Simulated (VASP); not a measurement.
# SnO2 (Pnnm) in VASP: notebook

SnO2 is run at these levels: LDA, PBE, PBEsol; tasks: single point.

Program: VASP 6.6.1. These are calculated values, not measurements. Logs are shortened: lines on timing, memory, paths and dates and some standing lists are left out, and cuts for length are marked.

### 1 The cell of the first run

The typed cell holds 6 atoms: a = 4.703 Å, b = 4.705 Å, c = 3.185 Å, α = 90.00°, β = 90.00°, γ = 90.00°.

### 2 Single point, LDA

Input file INCAR:

```
SYSTEM = SnO2
ALGO = Normal ; EDIFF = 1E-6
ENCUT = 520 ; GGA = CA
ISIF = 2 ; ISMEAR = -1
LASPH = .TRUE. ; LCHARG = .FALSE.
LREAL = .FALSE. ; LWAVE = .FALSE.
NBANDS = 35 ; NELM = 100
PREC = Accurate ; SIGMA = 0.05
```

Input file KPOINTS:

```
k-points
0
G
  5 5 6
  0 0 0
```

Input file POSCAR:

```
SnO2
1.0
    4.7030040672      0.0000000000      0.0000000000
    0.0000000000      4.7045969603      0.0000000000
    0.0000000000      0.0000000000      3.1850590594
Sn O
2 4
Direct
    0.0000000000      0.0000000000      0.0000000000
    0.5000000000      0.5000000000      0.5000000000
    0.6941793500      0.6939655958      0.0000000000
    0.1941793500      0.8060344042      0.5000000000
    0.8058206500      0.1939655958      0.5000000000
    0.3058206500      0.3060344042      0.0000000000
```

Potentials or basis: VASP PAW LDA potentials, release 64 (Sn_d, O).

Run with:

```bash
$ cat potpaw_LDA.64/Sn_d/POTCAR potpaw_LDA.64/O/POTCAR > POTCAR
$ mpirun -np 1 vasp_std > vasp.out
```

OUTCAR:

```text
SYSTEM = SnO2
   EDIFF = 1E-6
   ENCUT = 520
   GGA = CA
   ISIF = 2
   ISMEAR = -1
   LASPH = .TRUE.
   LREAL = .FALSE.
   NELM = 100
   PREC = Accurate

 ion  position               nearest neighbor table
   1  0.000  0.000  0.000-   3 2.04   6 2.04   5 2.05   4 2.05   4 2.05   5 2.05   2 3.69   2 3.69
                             2 3.69   2 3.69   2 3.69   2 3.69   2 3.69   2 3.69
   2  0.500  0.500  0.500-   4 2.04   5 2.04   3 2.05   6 2.05   3 2.05   6 2.05   1 3.69   1 3.69
                             1 3.69   1 3.69   1 3.69   1 3.69   1 3.69   1 3.69
   3  0.694  0.694  0.000-   1 2.04   2 2.05   2 2.05
   4  0.194  0.806  0.500-   2 2.04   1 2.05   1 2.05
   5  0.806  0.194  0.500-   2 2.04   1 2.05   1 2.05
   6  0.306  0.306  0.000-   1 2.04   2 2.05   2 2.05

  LATTYP: Found a simple orthorhombic cell.
 ALAT       =     3.1850590594
 B/A-ratio  =     1.4765830019
 C/A-ratio  =     1.4770831161

  Lattice vectors:

 A1 = (   0.0000000000,   0.0000000000,   3.1850590594)
 A2 = (   4.7030040672,   0.0000000000,   0.0000000000)
 A3 = (   0.0000000000,   4.7045969603,   0.0000000000)

Analysis of symmetry for initial positions (statically):
=====================================================================
 Subroutine PRICEL returns:
 Original cell was already a primitive cell.

 Routine SETGRP: Setting up the symmetry group for a
 simple orthorhombic supercell.

 Subroutine GETGRP returns: Found  8 space group operations
 (whereof  4 operations were pure point group operations)
 out of a pool of  8 trial point group operations.

The static configuration has the point symmetry C_2h.
 The point group associated with its full space group is D_2h.

Analysis of symmetry for dynamics (positions and initial velocities):
=====================================================================
 Subroutine PRICEL returns:
 Original cell was already a primitive cell.

 Routine SETGRP: Setting up the symmetry group for a
 simple orthorhombic supercell.

 Subroutine GETGRP returns: Found  8 space group operations
 (whereof  4 operations were pure point group operations)
 out of a pool of  8 trial point group operations.

The dynamic configuration has the point symmetry C_2h.
 The point group associated with its full space group is D_2h.

 Subroutine INISYM returns: Found  8 space group operations
 (whereof  4 operations are pure point group operations),
 and found     1 'primitive' translations

----------------------------------------------------------------------------------------

                                     Primitive cell

  volume of cell :      70.4718

  direct lattice vectors                    reciprocal lattice vectors
     4.703004067  0.000000000  0.000000000     0.212630052  0.000000000  0.000000000
     0.000000000  4.704596960  0.000000000     0.000000000  0.212558059  0.000000000
     0.000000000  0.000000000  3.185059059     0.000000000  0.000000000  0.313965921

  length of vectors
     4.703004067  4.704596960  3.185059059     0.212630052  0.212558059  0.313965921

  position of ions in fractional coordinates (direct lattice)
     0.000000000  0.000000000  0.000000000
     0.500000000  0.500000000  0.500000000
     0.694179350  0.693965596  0.000000000
     0.194179350  0.806034404  0.500000000
     0.805820650  0.193965596  0.500000000
     0.305820650  0.306034404  0.000000000

  ion indices of the primitive-cell ions
   primitive index   ion index
                 1           1
                 2           2
                 3           3
                 4           4
                 5           5
                 6           6

----------------------------------------------------------------------------------------

 KPOINTS: k-points

Automatic generation of k-mesh.
 Grid dimensions read from file:
 generate k-points for:    5    5    6

 Generating k-lattice:

  Cartesian coordinates                     Fractional coordinates (reciprocal lattice)
     0.042526010  0.000000000  0.000000000     0.200000000  0.000000000  0.000000000
     0.000000000  0.042511612  0.000000000     0.000000000  0.200000000  0.000000000
     0.000000000  0.000000000  0.052327653     0.000000000  0.000000000  0.166666667

  Length of vectors
     0.042526010  0.042511612  0.052327653

  Shift w.r.t. Gamma in fractional coordinates (k-lattice)
     0.000000000  0.000000000  0.000000000

 Subroutine IBZKPT returns following result:
 ===========================================

 Found     36 irreducible k-points:

 Following reciprocal coordinates:
            Coordinates               Weight
  0.000000  0.000000  0.000000      1.000000
  0.200000  0.000000  0.000000      2.000000
  0.400000  0.000000  0.000000      2.000000
  0.000000  0.200000  0.000000      2.000000
  0.200000  0.200000  0.000000      4.000000
  0.400000  0.200000  0.000000      4.000000
[... 16 lines left out ...]
  0.200000  0.200000  0.333333      8.000000
  0.400000  0.200000  0.333333      8.000000
 [... further k-points ...]
   k-points           NKPTS =     36   k-points in BZ     NKDIM =     36   number of bands    NBANDS=     35
   number of dos      NEDOS =    301   number of ions     NIONS =      6
   total plane-waves  NPLWV =  31104
   dimension x,y,z NGX =    36 NGY =   36 NGZ =   24
   dimension x,y,z NGXF=    72 NGYF=   72 NGZF=   48
   ions per type =               2   4
   NGX,Y,Z   is equivalent  to a cutoff of  12.73, 12.72, 12.53 a.u.
   NGXF,Y,Z  is equivalent  to a cutoff of  25.45, 25.44, 25.05 a.u.
 SYSTEM =  SnO2
   PREC   = accura    normal or accurate (medium, high low for compatibility)
   ISTART =      0    job   : 0-new  1-cont  2-samecut
   ICHARG =      2    charge: 1-file 2-atom 10-const
   ISPIN  =      1    spin polarized calculation?
   LNONCOLLINEAR =      F non collinear calculations
   LSORBIT =      F    spin-orbit coupling
   LASPH  =      T    aspherical Exc in radial PAW
   ENCUT  =  520.0 eV  38.22 Ry    6.18 a.u.   8.74  8.75  5.92*2*pi/ulx,y,z
   NELM   =    100;   NELMIN=  2; NELMDL= -5     # of ELM steps
   EDIFF  = 0.1E-05   stopping-criterion for ELM
   LREAL  =      F    real-space projection
   EDIFFG = 0.1E-04   stopping-criterion for IOM
   NSW    =      0    number of steps for IOM
   IBRION =     -1    ionic relax: 0-MD 1-quasi-New 2-CG
   NFREE  =      0    steps in history (QN), initial steepest desc. (CG)
   ISIF   =      2    stress and relaxation
   ISYM   =      2    0-nonsym 1-usesym 2-fastsym
   POTIM  = 0.5000    time-step for ionic-motion
   TEBEG  =    0.0;   TEEND  =   0.0 temperature during run
   PSTRESS=    0.0 pullay stress
   NELECT =      52.0000    total number of electrons
   NUPDOWN=      -1.0000    fix difference up-down
   EMIN   =  10.00;   EMAX   =-10.00  energy-range for DOS
   EFERMI =   0.00;   METHOD = LEGACY
   ISMEAR =    -1;   SIGMA  =   0.05  broadening in eV -4-tet -1-fermi 0-gaus
   EFERMI_NEDOS =   21; number of points for ismear=-14 and -15
   IALGO  =     38    algorithm
   IMIX   =      4    mixing-type and parameters
     AMIX     =   0.40;   BMIX     =  1.00
     AMIX_MAG =   1.60;   BMIX_MAG =  1.00
  volume/ion in A,a.u.               =      11.75        79.26
  Fermi-wavevector in a.u.,A,eV,Ry     =   1.479350  2.795566 29.776018  2.188476
  Thomas-Fermi vector in A             =   2.593518
   LORBIT       =      0    0 simple, 1 ext, 2 COOP (PROOUT), +10 PAW based schemes
   GGA     = CA    functional components
   LHFCALC =     F    Hartree Fock is set to
   AEXX    =    0.0000 exact exchange contribution
   IVDW    =     0    specifies the selected vdW correction
   LEPSILON=     F    determine dielectric tensor
   LRPA    =     F    only Hartree local field effects (RPA)
 non-spin polarized calculation
  energy-cutoff  :      520.00
  volume of cell :       70.47
 maximum number of plane-waves:      1920
 NGX is ok and might be reduce to    36
   NGX = 17   NGY = 17   NGZ = 11

 number of electron      51.9999983 magnetization

 Free energy of the ion-electron system (eV)
  ---------------------------------------------------
  ext. energy  EPLUGINS =         0.00000000
  ---------------------------------------------------
  free energy    TOTEN  =       -42.26990726 eV

  energy without entropy =      -42.26990722  energy(sigma->0) =      -42.26990724

 E-fermi :   6.7023     XC(G=0): -11.8823

 val. band max:        6.0498770052   @ k =   0.0000   0.0000   0.0000
 cond. band min:       7.3500333725   @ k =   0.0000   0.0000   0.0000
 fundamental gap:      1.3001563673
 Fermi energy:         6.7023054225

 k-point     1 :       0.0000    0.0000    0.0000
  band No.  band energies     occupation
      1     -14.9850      2.00000
      2     -14.1781      2.00000
      3     -13.8936      2.00000
      4     -13.8743      2.00000
      5     -13.8742      2.00000
      6     -13.8038      2.00000
[... 27 lines left out ...]
     34      18.1580      0.00000
     35      18.5141      0.00000

 k-point     2 :       0.2000    0.0000    0.0000
  band No.  band energies     occupation
      1     -14.9217      2.00000
      2     -14.2522      2.00000
      3     -13.8934      2.00000
      4     -13.8713      2.00000
      5     -13.8711      2.00000
      6     -13.8508      2.00000
[... 27 lines left out ...]
     34      18.1255      0.00000
     35      18.4500      0.00000

 k-point     3 :       0.4000    0.0000    0.0000
  band No.  band energies     occupation
      1     -14.7410      2.00000
      2     -14.4817      2.00000
      3     -13.8930      2.00000
      4     -13.8875      2.00000
      5     -13.8662      2.00000
      6     -13.8660      2.00000
[... 27 lines left out ...]
     34      18.2020      0.00000
     35      18.3633      0.00000
[... 723 lines left out ...]
 k-point    23 :       0.2000    0.2000    0.3333
  band No.  band energies     occupation
      1     -14.7572      2.00000
      2     -14.5265      2.00000
      3     -14.3686      2.00000
      4     -13.8929      2.00000
      5     -13.7299      2.00000
      6     -13.6993      2.00000
[... 27 lines left out ...]
     34      18.0158      0.00000
     35      18.4460      0.00000

 k-point    24 :       0.4000    0.2000    0.3333
  band No.  band energies     occupation
      1     -14.7523      2.00000
      2     -14.6501      2.00000
      3     -14.1927      2.00000
      4     -13.9810      2.00000
      5     -13.7282      2.00000
      6     -13.7144      2.00000
[... 27 lines left out ...]
     34      18.0867      0.00000
     35      18.2803      0.00000

 [... further k-points ...]

------------------------ aborting loop because EDIFF is reached ----------------------------------------

  FORCE on cell =-STRESS in cart. coord.  units (eV):
  Direction    XX          YY          ZZ          XY          YZ          ZX
  --------------------------------------------------------------------------------------
  -------------------------------------------------------------------------------------
  Total        1.3042008      1.2962709      1.5018277     -0.0000000      0.0000000      0.0000000
  in kB       29.6510301     29.4707435     34.1440813     -0.0000000      0.0000000      0.0000000
  external PRESSURE =      31.0886183 kB  Pullay stress =       0.0000000 kB

 VOLUME and BASIS-vectors are now :
 -----------------------------------------------------------------------------
  energy-cutoff  :      520.00
  volume of cell :       70.47
      direct lattice vectors                 reciprocal lattice vectors
     4.703004067  0.000000000  0.000000000     0.212630052  0.000000000  0.000000000
     0.000000000  4.704596960  0.000000000     0.000000000  0.212558059  0.000000000
     0.000000000  0.000000000  3.185059059     0.000000000  0.000000000  0.313965921

 POSITION                                       TOTAL-FORCE (eV/Angst)
 -----------------------------------------------------------------------------------
      0.00000      0.00000      0.00000         0.000000      0.000000      0.000000
      2.35150      2.35230      1.59253         0.000000      0.000000      0.000000
      3.26473      3.26483      0.00000         0.014406      0.014542      0.000000
      0.91323      3.79207      1.59253         0.014406     -0.014542      0.000000
      3.78978      0.91253      1.59253        -0.014406      0.014542     -0.000000
      1.43828      1.43977      0.00000        -0.014406     -0.014542     -0.000000
 -----------------------------------------------------------------------------------
    total drift:                                0.000000      0.000000      0.000000

  FREE ENERGIE OF THE ION-ELECTRON SYSTEM (eV)
  ---------------------------------------------------
  free  energy   TOTEN  =       -42.2699072608 eV

  energy  without entropy=      -42.2699072159  energy(sigma->0) =      -42.26990724
```

Run time: 2.1 min. Hardware: 1 thread of Intel Xeon 8259CL, shared host; peak memory 0.19 GiB.

What came out:

| Property | Result |
| --- | --- |
| Free energy | -42.2699 eV |
| Pressure | 3.1 GPa |
| Largest force | 0.020 eV/Å |
| Band gap on the k mesh | 1.30 eV |

Forces on the atoms (eV/Å):
```
Sn   0.000  0.000  0.000
Sn   0.000  0.000  0.000
O    0.014  0.015  0.000
O    0.014 -0.015  0.000
O   -0.014  0.015  0.000
O   -0.014 -0.015  0.000
```

Stress tensor (GPa, compression positive):
```
2.97 0.00 0.00
0.00 2.95 0.00
0.00 0.00 3.41
```

Caveat: the cell stands under pressure; spin-orbit coupling is left out, which moves the levels of the heavy elements.

### 3 Single point, PBE

This run uses another cell than the first one, of 12.59 Å³/atom.

Input file INCAR:

```
SYSTEM = SnO2
PREC = Accurate ; ENCUT = 520
EDIFF = 1E-6 ; ISMEAR = -1
SIGMA = 0.05 ; LREAL = .False.
LASPH = .True. ; NELM = 60
ALGO = Normal ; ISIF = 2
LWAVE = .False. ; LCHARG = .False.
GGA = PE ; NBANDS = 35
```

Input file KPOINTS:

```
Automatic mesh
0
Gamma
  5 5 6
  0 0 0
```

Input file POSCAR:

```
SnO2
1.0
    4.7880040000      0.0000000000      0.0000000000
    0.0000000000      4.8665820000      0.0000000000
    0.0000000000      0.0000000000      3.2408980000
Sn O
2 4
Direct
    0.0000000000      0.0000000000      0.0000000000
    0.5000000000      0.5000000000      0.5000000000
    0.7081450000      0.6789580000      0.0000000000
    0.2081450000      0.8210420000      0.5000000000
    0.7918550000      0.1789580000      0.5000000000
    0.2918550000      0.3210420000      0.0000000000
```

Potentials or basis: VASP PAW PBE potentials, release 64 (Sn_d, O).

Run with:

```bash
$ cat potpaw_PBE.64/Sn_d/POTCAR potpaw_PBE.64/O/POTCAR > POTCAR
$ mpirun -np 1 vasp_std > vasp.out
```

It took 2.2 min on 1 thread of Intel Xeon 8259CL, shared host; peak memory 0.22 GiB.

Results (log left out):

* Free energy: -37.2981 eV
* Pressure: 0.0 GPa
* Largest force: 0.066 eV/Å
* Band gap on the k mesh: 0.80 eV

Forces in eV/Å, atoms in the order of the input:
```
Sn   0.000  0.000  0.000
Sn   0.000  0.000  0.000
O   -0.045  0.047  0.000
O   -0.045 -0.047  0.000
O    0.045  0.047  0.000
O    0.045 -0.047  0.000
```

Stress tensor (GPa, compression positive):
```
 0.16  0.00  0.00
 0.00 -0.05  0.00
 0.00  0.00  0.03
```

Levels at points of the mesh, in eV from the valence-band top:
| k point | band 22 | band 23 | band 24 | band 25 | band 26 | band 27 | band 28 | band 29 | band 30 | band 31 |
| --- | --- | --- | --- | --- | --- | --- | --- | --- | --- | --- |
| (0.00, 0.00, 0.00) | -1.17 | -1.13 | -0.62 | -0.61 | 0.00 | 0.80 | 5.74 | 6.08 | 6.24 | 10.20 |
| (0.00, 0.00, 0.50) | -2.48 | -1.43 | -1.43 | -1.04 | -1.04 | 5.64 | 5.64 | 9.43 | 9.43 | 10.30 |

Caveat: spin-orbit coupling is left out, which moves the levels of the heavy elements.

[end of part 1 of 2]
